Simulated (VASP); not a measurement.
# Li8LaNb7O23 (a cell with a defect) in VASP: electric field gradients with PBE

Aim: the electric field gradients of Li8LaNb7O23 (a cell with a defect) with PBE.

Everything below comes from runs of VASP 6.6.1. Logs are shortened: lines on timing, memory, paths and dates and some standing lists are left out, and cuts for length are marked.

**1. The cell of the first run**

The cell holds a defect, 39 atoms: a = 5.550 Å, b = 11.101 Å, c = 11.101 Å, α = 55.75°, β = 55.75°, γ = 55.75°.

**2. Electric field gradients, PBE, collinear spin**

INCAR

```
PREC = Accurate
ENCUT = 650
EDIFF = 1E-8
ISMEAR = 0
SIGMA = 0.01
LREAL = Auto
LASPH = True
NELM = 200
ALGO = Normal
ISIF = 2
LWAVE = False
LCHARG = False
ISPIN = 2
MAGMOM = 0 0 0 0 0 0 0 0 0.02 0.02 0 0.01 0.06 0.15 0 0 0 0 0 0.01 0 0 0 0 0 0 0 0.03 0 0 0 0.01 -0.01 0 0 0 0 0 0.04
LORBIT = 11
NUPDOWN = 1.0
LMAXMIX = 6
GGA = PE
LEFG = True
NELECT = 265.0
NBANDS = 161
GGA_COMPAT = False
ISYM = -1
```

KPOINTS

```
explicit points
1
Reciprocal
  0.25000000   0.25000000   0.25000000 1
```

POSCAR

```
Li8LaNb7O23
1.0
    2.5949501352      1.4981951591      4.6722232478
   -5.1899002704      2.9963903182      9.3444464955
    0.0000000000     -5.9927806363      9.3444464955
Li Nb O La
8 7 23 1
Direct
    0.7174885501      0.3618360345      0.3577671683
    0.1901617030      0.1047931906      0.1336502809
    0.7060799371      0.3632061806      0.8557231395
    0.2220383734      0.1119266697      0.6029333426
    0.7217039988      0.8545118117      0.3604901568
    0.2136802823      0.6063954071      0.1171919931
    0.7598161405      0.8226026150      0.8566678919
    0.2097923641      0.6068769098      0.6074513320
    0.9913281236      0.4956004051      0.5059795177
    0.5049155238      0.2464549004      0.2481447223
    0.9963274913      0.4984926066      1.0061907613
    0.9928208427      1.0065125864      0.5008925708
    0.5024139026      0.7497016813      0.2548678681
    0.9997509675      0.9887691023      1.0069446017
    0.4994540974      0.7502141134      0.7493241901
    0.2803793267      0.3194267767      0.4445726786
    0.6379641485      0.4450009373      0.1422693494
    0.8812956410      0.1367649319      0.3213734539
    0.4160369336      0.0624248504      0.3797164320
    0.7921235207      0.1990175164      0.0647749637
    0.1388404658      0.3917138863      0.1982376188
    0.2764383148      0.3134285612      0.9667408217
    0.6230537498      0.4556400030      0.6310433306
    0.9718698961      0.1377902062      0.8122929946
    0.8406254170      0.1916350837      0.5404107503
    0.0784652276      0.4216865513      0.6874894327
    0.2774515823      0.8235380583      0.4420086464
    0.6123920323      0.9588845215      0.1304468729
    0.8828730717      0.6516865942      0.3160054743
    0.3839516348      0.5743444433      0.3858111656
    0.7847237454      0.6930012091      0.0709531422
    0.1466320515      0.8935293054      0.1875483285
    0.2978215078      0.8140750390      0.9480209071
    0.6351144961      0.9495149901      0.6490310386
    0.8932972939      0.6361612362      0.8216925484
    0.3907587182      0.5718882103      0.8868016482
    0.7602395047      0.7127956958      0.5644415815
    0.1285093777      0.8922195666      0.7031401848
    0.4773388041      0.2277138614      0.7642441584
```

Potentials or basis: VASP PAW PBE potentials, release 64 (Li_sv, Nb_sv, O, La).

Launch:

```bash
> cat potpaw_PBE.64/Li_sv/POTCAR potpaw_PBE.64/Nb_sv/POTCAR potpaw_PBE.64/O/POTCAR potpaw_PBE.64/La/POTCAR > POTCAR
> mpirun -np 1 vasp_std > vasp.out
```

OUTCAR:

```text
PREC = Accurate
   ENCUT = 650
   EDIFF = 1E-8
   ISMEAR = 0
   LREAL = Auto
   LASPH = True
   NELM = 200
   ISIF = 2
   ISPIN = 2
   LORBIT = 11
   NUPDOWN = 1.0
   GGA = PE
   NELECT = 265.0
   ISYM = -1

 ion  position               nearest neighbor table
   1  0.717  0.362  0.358-  25 1.99  21 2.07  30 2.09  17 2.24  16 2.28
   2  0.190  0.105  0.134-  18 1.88  28 1.95  22 2.11  32 2.19  20 2.23
   3  0.706  0.363  0.856-  26 2.00  36 2.05  20 2.11  22 2.22  24 2.25
   4  0.222  0.112  0.603-  24 2.02  16 2.04  34 2.10  25 2.14  38 2.28
   5  0.722  0.855  0.360-  37 1.95  19 2.00  32 2.13  29 2.14  27 2.26
   6  0.214  0.606  0.117-  29 2.04  17 2.06  33 2.10  21 2.22  31 2.26
   7  0.760  0.823  0.857-  35 1.96  31 2.01  38 2.02  34 2.20  33 2.20  11 2.80
   8  0.210  0.607  0.607-  23 2.00  35 2.09  26 2.11  27 2.14  30 2.25
   9  0.991  0.496  0.506-  23 1.85  16 1.90  26 1.94  29 1.99  30 2.20  37 2.29
  10  0.505  0.246  0.248-  19 1.87  20 1.89  21 1.90  18 2.11  17 2.17  16 2.18
  11  0.996  0.498  0.006-  22 1.87  17 1.88  35 1.92  31 2.12  21 2.14  36 2.18   7 2.80
  12  0.993  0.007  0.501-  18 1.89  34 1.90  27 1.94  25 1.94  38 2.20  19 2.20
  13  0.502  0.750  0.255-  30 1.87  31 1.94  32 1.94  29 2.07  27 2.10  28 2.17
  14  1.000  0.989  0.007-  24 1.87  33 1.88  28 1.89  32 2.07  20 2.24
  15  0.499  0.750  0.749-  37 1.85  36 1.88  38 1.90  33 2.17  35 2.18  34 2.20
  16  0.280  0.319  0.445-   9 1.90   4 2.04  10 2.18   1 2.28
  17  0.638  0.445  0.142-  11 1.88   6 2.06  10 2.17   1 2.24
  18  0.881  0.137  0.321-   2 1.88  12 1.89  10 2.11
  19  0.416  0.062  0.380-  10 1.87   5 2.00  12 2.20
  20  0.792  0.199  0.065-  10 1.89   3 2.11   2 2.23  14 2.24
  21  0.139  0.392  0.198-  10 1.90   1 2.07  11 2.14   6 2.22
  22  0.276  0.313  0.967-  11 1.87   2 2.11   3 2.22  39 2.37
  23  0.623  0.456  0.631-   9 1.85   8 2.00  39 2.45
  24  0.972  0.138  0.812-  14 1.87   4 2.02   3 2.25  39 2.60
  25  0.841  0.192  0.540-  12 1.94   1 1.99   4 2.14  39 2.23
  26  0.078  0.422  0.687-   9 1.94   3 2.00   8 2.11  39 2.23
  27  0.277  0.824  0.442-  12 1.94  13 2.10   8 2.14   5 2.26
  28  0.612  0.959  0.130-  14 1.89   2 1.95  13 2.17
  29  0.883  0.652  0.316-   9 1.99   6 2.04  13 2.07   5 2.14
  30  0.384  0.574  0.386-  13 1.87   1 2.09   9 2.20   8 2.25
  31  0.785  0.693  0.071-  13 1.94   7 2.01  11 2.12   6 2.26
  32  0.147  0.894  0.188-  13 1.94  14 2.07   5 2.13   2 2.19
  33  0.298  0.814  0.948-  14 1.88   6 2.10  15 2.17   7 2.20
  34  0.635  0.950  0.649-  12 1.90   4 2.10   7 2.20  15 2.20
  35  0.893  0.636  0.822-  11 1.92   7 1.96   8 2.09  15 2.18
  36  0.391  0.572  0.887-  15 1.88   3 2.05  11 2.18
  37  0.760  0.713  0.564-  15 1.85   5 1.95   9 2.29
  38  0.129  0.892  0.703-  15 1.90   7 2.02  12 2.20   4 2.28
  39  0.477  0.228  0.764-  26 2.23  25 2.23  22 2.37  23 2.45  24 2.60

IMPORTANT INFORMATION: All symmetrisations will be switched off!
NOSYMM: (Re-)initialisation of all symmetry stuff for point group C_1.

----------------------------------------------------------------------------------------

                                     Primitive cell

  volume of cell :     435.9455

  direct lattice vectors                    reciprocal lattice vectors
     2.594950135  1.498195159  4.672223248     0.192681930  0.111244964  0.071343623
    -5.189900270  2.996390318  9.344446495    -0.096340965  0.055622482  0.035671811
     0.000000000 -5.992780636  9.344446495    -0.000000000 -0.111244964  0.035671811

  length of vectors
     5.550497727 11.100995454 11.100995454     0.233648626  0.116824313  0.116824313

  position of ions in fractional coordinates (direct lattice)
     0.717488550  0.361836035  0.357767168
     0.190161703  0.104793191  0.133650281
     0.706079937  0.363206181  0.855723140
     0.222038373  0.111926670  0.602933343
     0.721703999  0.854511812  0.360490157
     0.213680282  0.606395407  0.117191993
[... 31 lines left out ...]
     0.128509378  0.892219567  0.703140185
     0.477338804  0.227713861  0.764244158

  ion indices of the primitive-cell ions
   primitive index   ion index
                 1           1
                 2           2
                 3           3
                 4           4
                 5           5
                 6           6
[... 31 lines left out ...]
                38          38
                39          39
[... 73 lines left out ...]
  ext. energy  EPLUGINS =         0.00000000
  ---------------------------------------------------
  free energy    TOTEN  =      -300.16586036 eV

  energy without entropy =     -300.16586036  energy(sigma->0) =     -300.16586036

 E-fermi :   3.7969     XC(G=0): -10.6395

 val. band max:        6.6880793926   @ k =   0.2500   0.2500   0.2500
 cond. band min:       7.1557119284   @ k =   0.2500   0.2500   0.2500
 fundamental gap:      0.4676325357
 Fermi energy:         6.8945464658

 spin component 1

 k-point     1 :       0.2500    0.2500    0.2500
  band No.  band energies     occupation
      1     -50.7695      1.00000
      2     -50.7410      1.00000
      3     -50.7358      1.00000
      4     -50.7094      1.00000
      5     -50.6244      1.00000
      6     -50.4519      1.00000
[... 136 lines left out ...]
    143       8.0342      0.00000
    144       8.1157      0.00000
 Fermi energy:         3.7968712936

 spin component 2

 k-point     1 :       0.2500    0.2500    0.2500
  band No.  band energies     occupation
      1     -50.7629      1.00000
      2     -50.7310      1.00000
      3     -50.7122      1.00000
      4     -50.6994      1.00000
      5     -50.5525      1.00000
      6     -50.4285      1.00000
[... 136 lines left out ...]
    143       8.1262      0.00000
    144       8.1662      0.00000
 [bands above 144 left out]

------------------------ aborting loop because EDIFF is reached ----------------------------------------

  FORCE on cell =-STRESS in cart. coord.  units (eV):
  Direction    XX          YY          ZZ          XY          YZ          ZX
  --------------------------------------------------------------------------------------
  -------------------------------------------------------------------------------------
  Total       14.7735897     14.5767186     12.7824795      1.9221663     -0.4998373     -0.9766797
  in kB       54.2955680     53.5720317     46.9778843      7.0643028     -1.8369911     -3.5894717
  external PRESSURE =      51.6151613 kB  Pullay stress =       0.0000000 kB

 VOLUME and BASIS-vectors are now :
 -----------------------------------------------------------------------------
  energy-cutoff  :      650.00
  volume of cell :      435.95
      direct lattice vectors                 reciprocal lattice vectors
     2.594950135  1.498195159  4.672223248     0.192681930  0.111244964  0.071343623
    -5.189900270  2.996390318  9.344446495    -0.096340965  0.055622482  0.035671811
     0.000000000 -5.992780636  9.344446495    -0.000000000 -0.111244964  0.035671811

 POSITION                                       TOTAL-FORCE (eV/Angst)
 -----------------------------------------------------------------------------------
     -0.01605      0.01512     10.07656        -0.007463      0.006113     -0.003705
     -0.05041     -0.20204      3.11660         0.004097      0.014560     -0.002845
     -0.05276     -2.98201     14.68918         0.000878     -0.006754     -0.005258
     -0.00471     -2.94521      7.71738         0.000081     -0.001446      0.000488
     -2.56205      1.48137     14.72548         0.004905      0.003384     -0.000700
     -2.59264      1.43483      7.75989        -0.000034      0.003158     -0.002708
[... 31 lines left out ...]
     -4.29706     -1.34779     15.50818        -0.001327      0.011667     -0.014646
      0.05686     -3.18248     11.49953        -0.023901      0.022926      0.018831
 -----------------------------------------------------------------------------------
    total drift:                               -0.006977     -0.000631      0.002876

  FREE ENERGIE OF THE ION-ELECTRON SYSTEM (eV)
  ---------------------------------------------------
  free  energy   TOTEN  =      -300.1658603556 eV

  energy  without entropy=     -300.1658603556  energy(sigma->0) =     -300.16586036

 Electric field gradients (V/A^2)
---------------------------------------------------------------------
 ion       V_xx      V_yy      V_zz      V_xy      V_xz      V_yz
---------------------------------------------------------------------
   1      -0.408     0.106     0.302     0.251    -0.365     0.017
   2      -0.350     0.212     0.138     0.087    -0.144    -0.625
   3      -0.076    -0.456     0.532     0.047     0.133    -0.267
   4      -0.067    -0.072     0.139     0.360    -0.183     0.276
   5      -0.434     0.091     0.344     0.018     0.336    -0.089
   6      -0.090    -0.215     0.304    -0.176    -0.020    -0.010
[... 31 lines left out ...]
  38      -8.664     0.389     8.275    -8.523    14.207    -0.719
  39     -37.242     2.071    35.170  -114.278    -0.548   102.475
---------------------------------------------------------------------

 Electric field gradients after diagonalization (V/A^2)
 (convention: |V_zz| > |V_xx| > |V_yy|)
----------------------------------------------------------------------
 ion       V_xx      V_yy      V_zz     asymmetry (V_yy - V_xx)/ V_zz
----------------------------------------------------------------------
   1       0.478     0.161    -0.639       0.495
   2      -0.471    -0.353     0.823       0.143
   3      -0.537    -0.082     0.619       0.734
   4       0.348     0.230    -0.578       0.204
   5       0.484     0.079    -0.563       0.719
   6       0.305     0.034    -0.340       0.798
[... 31 lines left out ...]
  38      17.808     1.535   -19.344       0.841
  39     156.536     2.337  -158.873       0.971
----------------------------------------------------------------------

           NMR quadrupolar parameters

 Cq : quadrupolar parameter    Cq=e*Q*V_zz/h
 eta: asymmetry parameters     (V_yy - V_xx)/ V_zz
 Q  : nuclear electric quadrupole moment in mb (millibarn)
----------------------------------------------------------------------
 ion       Cq(MHz)       eta       Q (mb)
----------------------------------------------------------------------
   1      -0.002       0.495       1.000
   2       0.002       0.143       1.000
   3       0.001       0.734       1.000
   4      -0.001       0.204       1.000
   5      -0.001       0.719       1.000
   6      -0.001       0.798       1.000
[... 31 lines left out ...]
  38      -0.047       0.841       1.000
  39      -0.384       0.971       1.000
----------------------------------------------------------------------

 total charge

# of ion       s       p       d       f       tot
--------------------------------------------------
    1        2.015   0.049   0.000   0.000   2.065
    2        2.023   0.060   0.000   0.000   2.083
    3        2.016   0.050   0.000   0.000   2.066
    4        2.017   0.051   0.000   0.000   2.068
    5        2.018   0.053   0.000   0.000   2.071
    6        2.014   0.047   0.000   0.000   2.062
[... 31 lines left out ...]
   38        1.563   3.501   0.000   0.000   5.065
   39        2.027   5.681   0.709   0.287   8.703
--------------------------------------------------
tot         69.695 129.561  15.699   0.287 215.241

 magnetization (x)

# of ion       s       p       d       f       tot
--------------------------------------------------
    1        0.000   0.000   0.000   0.000   0.000
    2        0.001   0.002   0.000   0.000   0.002
    3       -0.000   0.000   0.000   0.000  -0.000
    4       -0.000   0.000   0.000   0.000   0.000
    5        0.000   0.000   0.000   0.000   0.000
    6       -0.000   0.000   0.000   0.000  -0.000
[... 31 lines left out ...]
   38        0.000   0.001   0.000   0.000   0.002
   39        0.006   0.008   0.044   0.014   0.072
--------------------------------------------------
tot          0.031   0.060   0.473   0.014   0.578
```

Run time: 13 min. Hardware: 1 thread of Intel Xeon Platinum 8488C (Sapphire Rapids), shared host; peak memory 1.3 GiB.

Results:

```
Free energy                                           : -300.1659 eV
Largest force                                         : 0.047 eV/Å
Net moment                                            : 1.00 μB per cell
Site moments                                          : Li +0.00, -0.00 (each value once); Nb +0.03, +0.04, +0.01, +0.10, +0.27 (each value once); O +0.00, -0.00, +0.01, +0.03, -0.01 (each value once); La +0.07 μB
Largest electric field gradient by atom               : Li -0.6, +0.8, +0.6, -0.3, +1.3, +0.3 (each value once); Nb +89.1, +49.4, -53.3, -125.4, -14.3, +98.0, -44.8; O +24.5, -22.4, -20.4, -20.7, -27.7, -16.6, -16.2, +30.6, -17.4, +19.1, -23.4, -25.1, +25.9, -14.7, -21.2, -25.7, -24.4, -21.3, +25.8, +18.4, +24.3, -19.3 (each value once); La -158.9 V/Å²
Valence electrons inside the program's atomic spheres : Li 2.06, 2.08, 2.07 (each value once); Nb 10.49, 10.47, 10.48, 10.43, 10.59 (each value once); O 5.06, 5.07, 5.10, 5.05, 5.04, 5.09 (each value once); La 8.70
```

Forces on the atoms (eV/Å):
```
Li  -0.007  0.006 -0.004
Li   0.004  0.015 -0.003
Li   0.001 -0.007 -0.005
Li   0.000 -0.001  0.000
Li   0.005  0.003 -0.001
Li   0.000  0.003 -0.003
Li  -0.008  0.003  0.004
Li  -0.002 -0.006  0.000
Nb  -0.005  0.010  0.030
Nb  -0.008  0.010  0.035
Nb  -0.009 -0.012  0.029
Nb   0.011  0.008  0.027
Nb   0.003 -0.020  0.017
Nb   0.020 -0.013  0.041
Nb   0.002 -0.022  0.035
O   -0.010  0.005 -0.008
O    0.013  0.006 -0.008
O   -0.013 -0.026  0.000
O   -0.013 -0.007 -0.013
O   -0.002 -0.009 -0.010
O    0.009  0.009 -0.013
O    0.005  0.008 -0.021
O    0.011 -0.006 -0.009
O   -0.008  0.007 -0.013
O   -0.003 -0.030  0.002
O    0.026  0.009  0.001
O   -0.007  0.016 -0.011
O    0.007 -0.007 -0.013
O   -0.010 -0.008 -0.017
O   -0.012  0.010 -0.003
O    0.003 -0.013 -0.002
O    0.009  0.012 -0.010
O   -0.005  0.010 -0.010
O    0.009 -0.003 -0.010
O   -0.004 -0.002 -0.015
O   -0.007  0.004 -0.004
O    0.021  0.001 -0.020
O   -0.001  0.012 -0.015
La  -0.024  0.023  0.019
```

Electric field gradients, principal values (V/Å²):
| atom | least | middle | greatest (by size) |
| --- | --- | --- | --- |
| 1 Li | 0.161 | 0.478 | -0.639 |
| 2 Li | -0.353 | -0.471 | 0.823 |
| 3 Li | -0.082 | -0.537 | 0.619 |
| 4 Li | 0.230 | 0.348 | -0.578 |
| 5 Li | 0.079 | 0.484 | -0.563 |
| 6 Li | 0.034 | 0.305 | -0.340 |
| 7 Li | -0.307 | -0.985 | 1.292 |
| 8 Li | -0.067 | -0.253 | 0.319 |
| 9 Nb | -8.436 | -80.664 | 89.099 |
| 10 Nb | -0.612 | -48.763 | 49.375 |
| 11 Nb | 9.449 | 43.893 | -53.342 |
| 12 Nb | 40.523 | 84.860 | -125.383 |
| 13 Nb | 1.859 | 12.407 | -14.266 |
| 14 Nb | -12.322 | -85.708 | 98.030 |
| 15 Nb | 5.828 | 38.970 | -44.798 |
| 16 O | -7.073 | -17.390 | 24.463 |
| 17 O | 6.079 | 16.363 | -22.441 |
| 18 O | -7.648 | -16.840 | 24.489 |
| 19 O | 0.053 | 20.343 | -20.396 |
| 20 O | 1.761 | 18.925 | -20.687 |
| 21 O | 5.430 | 22.271 | -27.701 |
| 22 O | 2.368 | 14.249 | -16.617 |
| 23 O | 0.104 | 16.131 | -16.234 |
| 24 O | -5.764 | -24.880 | 30.644 |
| 25 O | 0.406 | 17.034 | -17.440 |
| 26 O | -3.480 | -15.619 | 19.099 |
| 27 O | 3.239 | 20.165 | -23.404 |
| 28 O | 3.806 | 21.315 | -25.121 |
| 29 O | -4.023 | -21.885 | 25.908 |
| 30 O | 3.843 | 10.856 | -14.699 |
| 31 O | 1.172 | 19.997 | -21.169 |
| 32 O | 4.100 | 21.611 | -25.711 |
| 33 O | 7.702 | 16.744 | -24.446 |
| 34 O | 0.959 | 20.354 | -21.313 |
| 35 O | -7.595 | -18.157 | 25.751 |
| 36 O | -3.862 | -14.515 | 18.377 |
| 37 O | -0.813 | -23.500 | 24.313 |
| 38 O | 1.535 | 17.808 | -19.344 |
| 39 La | 2.337 | 156.536 | -158.873 |

Caveat: the cell carries a net charge on a neutralising background, which shifts energy and pressure; the cell is charged against a uniform background, so pressure and absolute levels hang on convention; without QUAD_EFG the Cq values of the log hold for a quadrupole moment of 1 mb, not for the nuclei; spin-orbit coupling is left out, which moves the levels of the heavy elements; the total moment is fixed, so each spin has its own Fermi level and the state may be an excited one.
